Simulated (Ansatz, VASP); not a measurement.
## Two plane-wave programs on Si3F

```
Si F
1.0
     0.00000    2.99965    2.99965
     2.99965    0.00000    2.99965
     2.99965    2.99965    0.00000
Si F
3 1
Direct
  0.75000 0.75000 0.75000
  0.25000 0.25000 0.25000
  0.00000 0.00000 0.00000
  0.50000 0.50000 0.50000
```

Alike in both runs: functional PBE; k mesh 6 × 6 × 6; occupations gaussian, width 0.1 eV; no spin polarisation.

Ansatz relaxed the structure, and its values are those at the end. VASP's run is a single point on that final structure, the one shown.

|  | VASP | Ansatz |
| --- | --- | --- |
| version | VASP 6.6.1 | Ansatz 0.2.0 |
| potentials or method | VASP PAW PBE potentials, release 64 (Si, F), cutoff 520 eV | scalar-relativistic, plane waves, PAW |
| valence electrons in the cell | 19 | 19 |

VASP gave:

```
gap on the k mesh at the Fermi level (eV) : none
pressure (GPa)                            : -0.1
```

Estimate Ansatz's values.

gap on the k mesh at the Fermi level (eV): none; pressure (GPa): 0.0.

A gap of «none» marks a metal or a gap that the smearing closes.
